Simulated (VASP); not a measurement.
The system is In3Sb.

```
In Sb
1.0
     5.54000    0.00000    0.00000
    -2.77000    4.79778    0.00000
     0.00000    0.00000    4.43309
In Sb
3 1
Direct
  0.33333 0.66667 0.00000
  0.66667 0.33333 0.00000
  0.00000 0.00000 0.00000
  0.00000 0.00000 0.50000
```

The cell was built from a structure type or drawn by symmetry, and may not be a known phase.

```yaml
Program: VASP 6.6.1
Task: relaxation of cell and atoms
Functional: PBE
Potentials_or_basis: VASP PAW PBE potentials, release 64 (In_d, Sb)
Cutoff: 600 eV
k_mesh: 6 × 6 × 4
Occupations: gaussian, width 0.1 eV
Spin: no spin polarisation
```

At the start: pressure 22.4 GPa; volume 29.46 Å³/atom.

Q: Where does the relaxation end?

A: Over 12 steps the energy falls by 1000.4 meV/atom and the volume is 38.53 Å³/atom (+30.8 %); space group P6/mmm (No. 191, to 0.1 Å) before and after.

Step by step:
```tsv
step	energy change (eV)	largest force (eV/Å)	pressure (GPa)	volume (Å³)
1	0.0000	0.0000	22.37	117.83
2	-3.1487	0.0000	-2.93	192.50
3	-3.9745	0.0000	0.25	153.92
4	-3.9847	0.0000	-0.88	160.54
5	-3.9932	0.0000	-0.34	157.79
6	-3.9925	0.0000	-0.49	158.61
7	-3.9991	0.0000	-0.28	156.67
8	-4.0004	0.0000	-0.23	155.94
9	-4.0010	0.0000	-0.04	154.49
10	-4.0011	0.0000	-0.16	155.05
11	-4.0011	0.0000	-0.14	154.89
12	-4.0017	0.0000	0.01	154.11
```

Final structure:
```
In Sb
1.0
     5.57318    0.00000    0.00000
    -2.78659    4.82652    0.00000
     0.00000    0.00000    5.72905
In Sb
3 1
Cartesian
  0.0000 3.2177 5.7291
  2.7866 1.6088 0.0000
  0.0000 0.0000 0.0000
  0.0000 0.0000 2.8645
```

Caveat: the volume moved by over 15 % at a fixed basis, so the end points are rough.
